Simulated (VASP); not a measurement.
# SiC (P6_3mc) in VASP: notebook

The runs below take SiC through single point, with PBE, r2SCAN.

All numbers are computed with VASP 6.6.1; they aren't measurements. Logs are shortened: lines on timing, memory, paths and dates and some standing lists are left out, and cuts for length are marked.

**1. The cell of the first run**

Symmetry: P6_3mc, No. 186, hexagonal system. Conventional cell: a = 3.075 Å, b = 3.075 Å, c = 5.048 Å, α = 90.00°, β = 90.00°, γ = 120.00°. Within 2.5 Å of Si (site symmetry 3m) lie 4 C at 1.88 to 1.90 Å. C (site symmetry 3m) has 4 Si at 1.88 to 1.90 Å within 2.5 Å.

**2. Single point, PBE**

File INCAR:

```
SYSTEM = SiC
  ALGO = Normal
  EDIFF = 1E-6
  ENCUT = 520
  GGA = PE
  ISIF = 2
  ISMEAR = 0
  LASPH = .TRUE.
  LCHARG = .FALSE.
  LREAL = .FALSE.
  LWAVE = .FALSE.
  NBANDS = 16
  NELM = 80
  PREC = Accurate
  SIGMA = 0.01
```

File KPOINTS:

```
k-points
0
G
  6 6 4
  0 0 0
```

File POSCAR:

```
SiC
1.0
    3.0753564068      0.0000000000      0.0000000000
   -1.5376782034      2.6633367739      0.0000000000
    0.0000000000      0.0000000000      5.0481087035
Si C
2 2
Direct
    0.3333333333      0.6666666667      0.4995917768
    0.6666666667      0.3333333333      0.9995917768
    0.3333333333      0.6666666667      0.8754082232
    0.6666666667      0.3333333333      0.3754082232
```

Potentials or basis: VASP PAW PBE potentials, release 64 (Si, C).

Command:

```console
> cat potpaw_PBE.64/Si/POTCAR potpaw_PBE.64/C/POTCAR > POTCAR
> mpirun -np 1 vasp_std > vasp.out
```

OUTCAR:

```text
SYSTEM = SiC
   EDIFF = 1E-6
   ENCUT = 520
   GGA = PE
   ISIF = 2
   ISMEAR = 0
   LASPH = .TRUE.
   LREAL = .FALSE.
   NELM = 80
   PREC = Accurate

 ion  position               nearest neighbor table
   1  0.333  0.667  0.500-   4 1.88   4 1.88   4 1.88   3 1.90   2 3.09   2 3.09   2 3.09   2 3.09
                             2 3.09   2 3.09
   2  0.667  0.333  1.000-   3 1.88   3 1.88   3 1.88   4 1.90   1 3.09   1 3.09   1 3.09   1 3.09
                             1 3.09   1 3.09
   3  0.333  0.667  0.875-   2 1.88   2 1.88   2 1.88   1 1.90
   4  0.667  0.333  0.375-   1 1.88   1 1.88   1 1.88   2 1.90

  LATTYP: Found a hexagonal cell.
 ALAT       =     3.0753564068
 C/A-ratio  =     1.6414711129

  Lattice vectors:

 A1 = (   3.0753564068,   0.0000000000,   0.0000000000)
 A2 = (  -1.5376782034,   2.6633367739,   0.0000000000)
 A3 = (   0.0000000000,   0.0000000000,   5.0481087035)

Analysis of symmetry for initial positions (statically):
=====================================================================
 Subroutine PRICEL returns:
 Original cell was already a primitive cell.

 Routine SETGRP: Setting up the symmetry group for a
 hexagonal supercell.

 Subroutine GETGRP returns: Found 12 space group operations
 (whereof  6 operations were pure point group operations)
 out of a pool of 24 trial point group operations.

The static configuration has the point symmetry C_3v.
 The point group associated with its full space group is C_6v.

Analysis of symmetry for dynamics (positions and initial velocities):
=====================================================================
 Subroutine PRICEL returns:
 Original cell was already a primitive cell.

 Routine SETGRP: Setting up the symmetry group for a
 hexagonal supercell.

 Subroutine GETGRP returns: Found 12 space group operations
 (whereof  6 operations were pure point group operations)
 out of a pool of 24 trial point group operations.

The dynamic configuration has the point symmetry C_3v.
 The point group associated with its full space group is C_6v.

 Subroutine INISYM returns: Found 12 space group operations
 (whereof  6 operations are pure point group operations),
 and found     1 'primitive' translations

----------------------------------------------------------------------------------------

                                     Primitive cell

  volume of cell :      41.3476

  direct lattice vectors                    reciprocal lattice vectors
     3.075356407  0.000000000  0.000000000     0.325165564  0.187734426  0.000000000
    -1.537678203  2.663336774  0.000000000     0.000000000  0.375468852  0.000000000
     0.000000000  0.000000000  5.048108703     0.000000000  0.000000000  0.198093991

  length of vectors
     3.075356407  3.075356407  5.048108703     0.375468852  0.375468852  0.198093991

  position of ions in fractional coordinates (direct lattice)
     0.333333333  0.666666667  0.499591777
     0.666666667  0.333333333  0.999591777
     0.333333333  0.666666667  0.875408223
     0.666666667  0.333333333  0.375408223

  ion indices of the primitive-cell ions
   primitive index   ion index
                 1           1
                 2           2
                 3           3
                 4           4

----------------------------------------------------------------------------------------

 KPOINTS: k-points

Automatic generation of k-mesh.
 Grid dimensions read from file:
 generate k-points for:    6    6    4

 Generating k-lattice:

  Cartesian coordinates                     Fractional coordinates (reciprocal lattice)
     0.054194261  0.031289071  0.000000000     0.166666667 -0.000000000  0.000000000
     0.000000000  0.062578142  0.000000000     0.000000000  0.166666667  0.000000000
     0.000000000  0.000000000  0.049523498     0.000000000  0.000000000  0.250000000

  Length of vectors
     0.062578142  0.062578142  0.049523498

  Shift w.r.t. Gamma in fractional coordinates (k-lattice)
     0.000000000  0.000000000  0.000000000

 Subroutine IBZKPT returns following result:
 ===========================================

 Found     21 irreducible k-points:

 Following reciprocal coordinates:
            Coordinates               Weight
  0.000000  0.000000  0.000000      1.000000
  0.166667  0.000000  0.000000      6.000000
  0.333333  0.000000  0.000000      6.000000
  0.500000  0.000000  0.000000      3.000000
  0.166667  0.166667  0.000000      6.000000
  0.333333  0.166667  0.000000     12.000000
[... 13 lines left out ...]
  0.333333  0.166667  0.500000     12.000000
  0.333333  0.333333  0.500000      2.000000
   k-points           NKPTS =     21   k-points in BZ     NKDIM =     21   number of bands    NBANDS=     16
   number of dos      NEDOS =    301   number of ions     NIONS =      4
   total plane-waves  NPLWV =  23040
   dimension x,y,z NGX =    24 NGY =   24 NGZ =   40
   dimension x,y,z NGXF=    48 NGYF=   48 NGZF=   80
   ions per type =               2   2
   NGX,Y,Z   is equivalent  to a cutoff of  12.97, 12.97, 13.17 a.u.
   NGXF,Y,Z  is equivalent  to a cutoff of  25.95, 25.95, 26.35 a.u.
 SYSTEM =  SiC
   PREC   = accura    normal or accurate (medium, high low for compatibility)
   ISTART =      0    job   : 0-new  1-cont  2-samecut
   ICHARG =      2    charge: 1-file 2-atom 10-const
   ISPIN  =      1    spin polarized calculation?
   LNONCOLLINEAR =      F non collinear calculations
   LSORBIT =      F    spin-orbit coupling
   LASPH  =      T    aspherical Exc in radial PAW
   ENCUT  =  520.0 eV  38.22 Ry    6.18 a.u.   5.72  5.72  9.39*2*pi/ulx,y,z
   NELM   =     80;   NELMIN=  2; NELMDL= -5     # of ELM steps
   EDIFF  = 0.1E-05   stopping-criterion for ELM
   LREAL  =      F    real-space projection
   EDIFFG = 0.1E-04   stopping-criterion for IOM
   NSW    =      0    number of steps for IOM
   IBRION =     -1    ionic relax: 0-MD 1-quasi-New 2-CG
   NFREE  =      0    steps in history (QN), initial steepest desc. (CG)
   ISIF   =      2    stress and relaxation
   ISYM   =      2    0-nonsym 1-usesym 2-fastsym
   POTIM  = 0.5000    time-step for ionic-motion
   TEBEG  =    0.0;   TEEND  =   0.0 temperature during run
   PSTRESS=    0.0 pullay stress
   NELECT =      16.0000    total number of electrons
   NUPDOWN=      -1.0000    fix difference up-down
   EMIN   =  10.00;   EMAX   =-10.00  energy-range for DOS
   EFERMI =   0.00;   METHOD = LEGACY
   ISMEAR =     0;   SIGMA  =   0.01  broadening in eV -4-tet -1-fermi 0-gaus
   EFERMI_NEDOS =   21; number of points for ismear=-14 and -15
   IALGO  =     38    algorithm
   IMIX   =      4    mixing-type and parameters
     AMIX     =   0.40;   BMIX     =  1.00
     AMIX_MAG =   1.60;   BMIX_MAG =  1.00
  volume/ion in A,a.u.               =      10.34        69.76
  Fermi-wavevector in a.u.,A,eV,Ry     =   1.192975  2.254396 19.363673  1.423190
  Thomas-Fermi vector in A             =   2.329001
   LORBIT       =      0    0 simple, 1 ext, 2 COOP (PROOUT), +10 PAW based schemes
   GGA     = PE    functional components
   LHFCALC =     F    Hartree Fock is set to
   AEXX    =    0.0000 exact exchange contribution
   IVDW    =     0    specifies the selected vdW correction
   LEPSILON=     F    determine dielectric tensor
   LRPA    =     F    only Hartree local field effects (RPA)
 non-spin polarized calculation
 Gauss-broadening in eV      SIGMA  =   0.01
  energy-cutoff  :      520.00
  volume of cell :       41.35
 maximum number of plane-waves:      1124
 NGX is ok and might be reduce to    24
   NGX = 11   NGY = 11   NGZ = 19

 number of electron      16.0000000 magnetization

 Free energy of the ion-electron system (eV)
  ---------------------------------------------------
  ext. energy  EPLUGINS =         0.00000000
  ---------------------------------------------------
  free energy    TOTEN  =       -30.09265157 eV

  energy without entropy =      -30.09265157  energy(sigma->0) =      -30.09265157

 E-fermi :   8.3784     XC(G=0): -11.3510

 val. band max:        8.2683021355   @ k =   0.0000   0.0000   0.0000
 cond. band min:      10.5387317731   @ k =   0.3333   0.3333   0.0000
 fundamental gap:      2.2704296376
 Fermi energy:         8.3783754843

 k-point     1 :       0.0000    0.0000    0.0000
  band No.  band energies     occupation
      1      -7.3062      2.00000
      2      -3.7390      2.00000
      3      -0.4344      2.00000
      4       6.9517      2.00000
      5       6.9517      2.00000
      6       8.1554      2.00000
[... 8 lines left out ...]
     15      17.2242      0.00000
     16      19.6077      0.00000

 k-point     2 :       0.1667    0.0000    0.0000
  band No.  band energies     occupation
      1      -6.8270      2.00000
      2      -3.3361      2.00000
      3       0.0012      2.00000
      4       4.7783      2.00000
      5       6.2633      2.00000
      6       6.6914      2.00000
[... 8 lines left out ...]
     15      17.8287      0.00000
     16      18.1810      0.00000

 k-point     3 :       0.3333    0.0000    0.0000
  band No.  band energies     occupation
      1      -5.4571      2.00000
      2      -2.3794      2.00000
      3       0.8263      2.00000
      4       2.0474      2.00000
      5       3.8971      2.00000
      6       5.3171      2.00000
[... 8 lines left out ...]
     15      19.1903      0.00000
     16      20.3302      0.00000

 k-point     4 :       0.5000    0.0000    0.0000
  band No.  band energies     occupation
      1      -3.9819      2.00000
      2      -2.5176      2.00000
      3       0.4996      2.00000
      4       1.9746      2.00000
      5       2.8348      2.00000
      6       4.9469      2.00000
[... 8 lines left out ...]
     15      18.5942      0.00000
     16      20.7848      0.00000
[... 267 lines left out ...]
 k-point    19 :       0.1667    0.1667    0.5000
  band No.  band energies     occupation
      1      -4.7557      2.00000
      2      -4.7557      2.00000
      3       2.9027      2.00000
      4       2.9027      2.00000
      5       5.2552      2.00000
      6       5.2552      2.00000
[... 8 lines left out ...]
     15      18.5394      0.00000
     16      18.5394      0.00000

 k-point    20 :       0.3333    0.1667    0.5000
  band No.  band energies     occupation
      1      -3.2793      2.00000
      2      -3.2793      2.00000
      3       0.7708      2.00000
      4       0.7708      2.00000
      5       4.1699      2.00000
      6       4.1699      2.00000
[... 8 lines left out ...]
     15      19.9739      0.00000
     16      19.9739      0.00000

 k-point    21 :       0.3333    0.3333    0.5000
  band No.  band energies     occupation
      1      -2.5103      2.00000
      2      -2.5103      2.00000
      3       0.5176      2.00000
      4       0.5176      2.00000
      5       2.6265      2.00000
      6       2.6265      2.00000
[... 8 lines left out ...]
     15      19.9184      0.00000
     16      19.9184      0.00000

------------------------ aborting loop because EDIFF is reached ----------------------------------------

  FORCE on cell =-STRESS in cart. coord.  units (eV):
  Direction    XX          YY          ZZ          XY          YZ          ZX
  --------------------------------------------------------------------------------------
  -------------------------------------------------------------------------------------
  Total        0.9211044      0.9211044      0.8341067      0.0000000     -0.0000000      0.0000000
  in kB       35.6918598     35.6918598     32.3207874      0.0000000     -0.0000000      0.0000000
  external PRESSURE =      34.5681690 kB  Pullay stress =       0.0000000 kB

 VOLUME and BASIS-vectors are now :
 -----------------------------------------------------------------------------
  energy-cutoff  :      520.00
  volume of cell :       41.35
      direct lattice vectors                 reciprocal lattice vectors
     3.075356407  0.000000000  0.000000000     0.325165564  0.187734426  0.000000000
    -1.537678203  2.663336774  0.000000000     0.000000000  0.375468852  0.000000000
     0.000000000  0.000000000  5.048108703     0.000000000  0.000000000  0.198093991

 POSITION                                       TOTAL-FORCE (eV/Angst)
 -----------------------------------------------------------------------------------
     -0.00000      1.77556      2.52199        -0.000000     -0.000000     -0.004195
      1.53768      0.88778      5.04605         0.000000      0.000000     -0.004195
     -0.00000      1.77556      4.41916        -0.000000      0.000000      0.004195
      1.53768      0.88778      1.89510         0.000000     -0.000000      0.004195
 -----------------------------------------------------------------------------------
    total drift:                               -0.000000     -0.000000     -0.000184

  FREE ENERGIE OF THE ION-ELECTRON SYSTEM (eV)
  ---------------------------------------------------
  free  energy   TOTEN  =       -30.0926515719 eV

  energy  without entropy=      -30.0926515719  energy(sigma->0) =      -30.09265157
```

Wall time 13 s (1 thread of AMD EPYC 7R13 (Zen 3), shared host); peak memory 0.12 GiB.

What came out:

* Free energy: -30.0927 eV
* Pressure: 3.5 GPa
* Largest force: 0.004 eV/Å
* Band gap on the k mesh: 2.27 eV, indirect (least direct gap 3.97 eV)

Forces on the atoms (eV/Å):
```
Si   0.000  0.000 -0.004
Si   0.000  0.000 -0.004
C    0.000  0.000  0.004
C    0.000  0.000  0.004
```

**3. Single point, PBE**

File INCAR:

```
PREC = Accurate ; ENCUT = 520
EDIFF = 1E-7 ; ISMEAR = 0
SIGMA = 0.01 ; LREAL = F
LASPH = T ; NELM = 60
ALGO = Normal ; ISIF = 2
LWAVE = F ; LCHARG = F
GGA = PE ; NBANDS = 16
```

File KPOINTS:

```
Automatic mesh
0
Gamma
  6 6 4
```

POSCAR is that of step 2.

Potentials or basis: VASP PAW PBE potentials, release 64 (Si, C).

Command:

```console
> cat potpaw_PBE.64/Si/POTCAR potpaw_PBE.64/C/POTCAR > POTCAR
> mpirun -np 1 vasp_std > vasp.out
```

Run time: 15 s. Hardware: 1 thread of AMD EPYC 7R13 (Zen 3), shared host; peak memory 0.12 GiB.

Results (log left out):

```yaml
Free_energy: -30.0927 eV
Pressure: 3.5 GPa
Largest_force: 0.004 eV/Å
Band_gap_on_the_k_mesh: 2.27 eV, indirect (least direct gap 3.97 eV)
```

Forces in eV/Å, atoms in the order of the input:
```
Si   0.000  0.000 -0.004
Si   0.000  0.000 -0.004
C    0.000  0.000  0.004
C    0.000  0.000  0.004
```

Stress tensor (GPa, compression positive):
```
3.57 0.00 0.00
0.00 3.57 0.00
0.00 0.00 3.23
```

Levels at points of the mesh, in eV from the valence-band top:
| k point | band 4 | band 5 | band 6 | band 7 | band 8 | band 9 | band 10 | band 11 | band 12 | band 13 |
| --- | --- | --- | --- | --- | --- | --- | --- | --- | --- | --- |
| (0.00, 0.00, 0.00) | -1.32 | -1.32 | -0.11 | 0.00 | 0.00 | 4.81 | 6.21 | 6.67 | 6.67 | 7.75 |
| (0.50, 0.00, 0.00) | -6.29 | -5.43 | -3.32 | -3.29 | -1.20 | 2.78 | 4.22 | 6.88 | 7.13 | 10.05 |
| (0.00, 0.00, 0.50) | -4.44 | -0.71 | -0.71 | -0.71 | -0.71 | 5.90 | 5.90 | 7.35 | 7.35 | 7.35 |
| (0.50, 0.00, 0.50) | -8.27 | -2.45 | -2.45 | -2.33 | -2.33 | 3.28 | 3.28 | 5.25 | 5.25 | 10.37 |

(Continued in part 2 of 2.)
